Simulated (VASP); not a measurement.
Runs of VASP 6.6.1 on Cs. The structure is that of space group Fm-3m (No. 225), or close to it. The cells are those of the table. 

| task | cell | k mesh | cutoff (eV) | gap on the mesh (eV) | pressure (GPa) |
| --- | --- | --- | --- | --- | --- |
| relaxation of cell and atoms | relaxed from a = 5.385 Å, angles 60.0°, 1 atom | 7 × 7 × 7 | 600 | none | 0.0 |
| single point | a = 5.143 Å, angles 60.0°, 1 atom | 9 × 9 × 9 | 520 | none | 0.0 |
| single point | a = 5.143 Å, angles 60.0°, 1 atom | 7 × 7 × 7 | 520 | none | 0.0 |
| single point | a = 5.002 Å, angles 60.0°, 1 atom | 9 × 9 × 9 | 520 | none | 0.2 |
| single point | a = 4.928 Å, angles 60.0°, 1 atom | 9 × 9 × 9 | 520 | none | 0.4 |
| single point | a = 5.341 Å, angles 60.0°, 1 atom | 9 × 9 × 9 | 520 | none | (a) |
| single point | a = 5.210 Å, angles 60.0°, 1 atom | 9 × 9 × 9 | 520 | none | -0.1 |
| single point | a = 5.143 Å, angles 60.0°, 1 atom | 12 × 12 × 12 | 520 | none | 0.0 |

Alike in all rows: level LDA; potentials or basis VASP PAW LDA potentials, release 64 (Cs_sv); no spin polarisation; smearing fermi-dirac 0.1 eV.

Task: Fill in the values left out.

Result: (a) -0.2.

Caveats: spin-orbit coupling is left out, which moves the levels of the heavy elements.

A k mesh can miss the band edges, and the runs leave out spin-orbit coupling on Cs.

A gap of «none» marks levels without a gap at the run's occupations.
